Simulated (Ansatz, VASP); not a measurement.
# LiHf4O3: VASP beside Ansatz

Contents of INCAR:

```
  PREC = Accurate
  ENCUT = 600
  EDIFF = 1E-7
  ISMEAR = 0
  SIGMA = 0.2
  LREAL = False
  LASPH = True
  NELM = 60
  ALGO = Normal
  ISIF = 3
  LWAVE = False
  LCHARG = False
  GGA = PE
  IBRION = 2
  NSW = 36
  EDIFFG = -0.08
```

File KPOINTS:

```
regular mesh
0
Gamma
  5 5 2
```

File POSCAR:

```
LiHf4O3
1.0
    3.5553294800      0.0000000000      0.0000000000
   -1.7776647400      3.0790056500      0.0000000000
    0.0000000000      0.0000000000     10.2414404100
Li Hf O
1 4 3
Direct
    0.6666666700      0.3333333300      0.0000000000
    0.0000000000      0.0000000000      0.1150030000
    0.0000000000      0.0000000000      0.6256560100
    0.0000000000      0.0000000000      0.3743439900
    0.0000000000      0.0000000000      0.8849970000
    0.6666666700      0.3333333300      0.5000000000
    0.3333333300      0.6666666700      0.2478890000
    0.3333333300      0.6666666700      0.7521110000
```

Input for Ansatz:

```yaml
crystal:
  lattice:
    - [3.55532948, 0.0, 0.0]
    - [-1.77766474, 3.07900565, 0.0]
    - [0.0, 0.0, 10.24144041]
  atoms:
    - { symbol: Li, position: [0.66666667, 0.33333333, 0.0] }
    - { symbol: Hf, position: [0.0, 0.0, 0.115003] }
    - { symbol: Hf, position: [0.0, 0.0, 0.62565601] }
    - { symbol: Hf, position: [0.0, 0.0, 0.37434399] }
    - { symbol: Hf, position: [0.0, 0.0, 0.884997] }
    - { symbol: O, position: [0.66666667, 0.33333333, 0.5] }
    - { symbol: O, position: [0.33333333, 0.66666667, 0.247889] }
    - { symbol: O, position: [0.33333333, 0.66666667, 0.752111] }
basis:
  ecutwfc: 420
kpoints:
  mp_grid: { grid: [5, 5, 2] }
hamiltonian:
  xc: pbe
scf:
  occupations: { method: gaussian, width: 0.2 }
  lower_state_search: "off"
output:
  forces: true
  stress: true
  eigenvalues: true
relax:
  adjacent_minimum: "off"
  f_tol: 0.08
  max_steps: 16
  cell: { stress_tol: 0.8 }
```

Change from the starting cell: species swapped into the Mn4Te3Se type (P-6m2, No. 187).

Alike in both runs: task relaxation of cell and atoms; functional PBE; k mesh 5 × 5 × 2; occupations gaussian, width 0.2 eV; no spin polarisation.

|  | VASP | Ansatz |
| --- | --- | --- |
| version | VASP 6.6.1 | Ansatz 0.2.0 |
| potentials or method | VASP PAW PBE potentials, release 64 (Li_sv, Hf_pv, O), cutoff 600 eV | scalar-relativistic, plane waves, PAW |
| valence electrons in the cell | 61 | 125 |

|  | VASP | Ansatz | Ansatz less VASP |
| --- | --- | --- | --- |
| gap on the k mesh at the Fermi level, each at its own relaxed structure (eV) | none | none | - |
| relaxed volume (Å³/atom) | 13.83 | 14.46 | +0.635 |
| relaxed cell length with the largest relative difference (Å) | 14.288 | 14.989 | +0.7017 |

A gap of «none» marks a metal or a gap that the smearing closes. VASP's potentials hold 61 valence electrons a cell and Ansatz's 125, so a difference there can come from the potentials and not from the codes.

The k mesh is coarse, so the values compare programs but aren't converged. Spin-orbit coupling is off throughout. Noted on VASP's run: the cutoff is short for stress, so the pressure is rough.
